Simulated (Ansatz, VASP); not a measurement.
# KBr: VASP beside Ansatz

File POSCAR:

```
KBr
1.0
    0.0000000000      3.3024386828      3.3024386828
    3.3024386828      0.0000000000      3.3024386828
    3.3024386828      3.3024386828      0.0000000000
K Br
1 1
Direct
    0.0000000000      0.0000000000      0.0000000000
    0.5000000000      0.5000000000      0.5000000000
```

The input INCAR.step1:

```
SYSTEM = KBr
ALGO = Normal ; EDIFF = 1E-5
ENCUT = 520 ; GGA = PE
ISIF = 2 ; ISMEAR = 0
LASPH = .TRUE. ; LCHARG = .FALSE.
LREAL = .FALSE. ; LWAVE = .TRUE.
NBANDS = 15 ; NELM = 60
PREC = Accurate ; SIGMA = 0.01
```

INCAR.step2

```
SYSTEM = KBr
AEXX = 1.0 ; AGGAC = 1.0
ALDAC = 1.0 ; ALGO = Normal
EDIFF = 1E-6 ; ENCUT = 520
GGA = PE ; HFSCREEN = 0.2078
ISIF = 2 ; ISMEAR = 0
ISTART = 1 ; LASPH = .TRUE.
LCHARG = .FALSE. ; LHFCALC = .TRUE.
LREAL = .FALSE. ; LWAVE = .FALSE.
NBANDS = 15 ; NELM = 60
PREC = Accurate ; PRECFOCK = Normal
SIGMA = 0.01
```

The input KPOINTS:

```
k-points
0
G
  4 4 4
  0 0 0
```

Input for Ansatz:

```yaml
crystal:
  lattice:
    - [0.0, 3.3024386828, 3.3024386828]
    - [3.3024386828, 0.0, 3.3024386828]
    - [3.3024386828, 3.3024386828, 0.0]
  atoms:
    - { symbol: K, position: [0.0, 0.0, 0.0] }
    - { symbol: Br, position: [0.5, 0.5, 0.5] }
kpoints:
  mp_grid: { grid: [4, 4, 4] }
hamiltonian:
  xc:
    exchange: pbe
    correlation: pbe
    exx: { coeff: 1.0, omega: 0.2078 }
scf:
  occupations: { method: fixed }
  n_extra_bands: 4
output:
  forces: true
  stress: true
  eigenvalues: true
```

Alike in both runs: task single point; functional PBE-based screened hybrid; k mesh 4 × 4 × 4; no spin polarisation.

```csv
,VASP,Ansatz
version,VASP 6.6.1,Ansatz 0.2.0
potentials or method,"VASP PAW PBE potentials, release 64 (K_sv, Br)",plane waves
plane-wave cutoff (eV),520,420
occupations,"gaussian, width 0.01 eV",fixed
valence electrons in the cell,16,16
```

|  | VASP | Ansatz | Ansatz less VASP |
| --- | --- | --- | --- |
| gap on the k mesh at the Fermi level (eV) | 9.29 | 9.32 | +0.022 |
| pressure (GPa) | -0.5 | -0.4 | +0.05 |

VASP's potentials were made for PBE, not for PBE-based screened hybrid. Ansatz's warnings: stress exchange threshold loose, stress scf threshold loose.
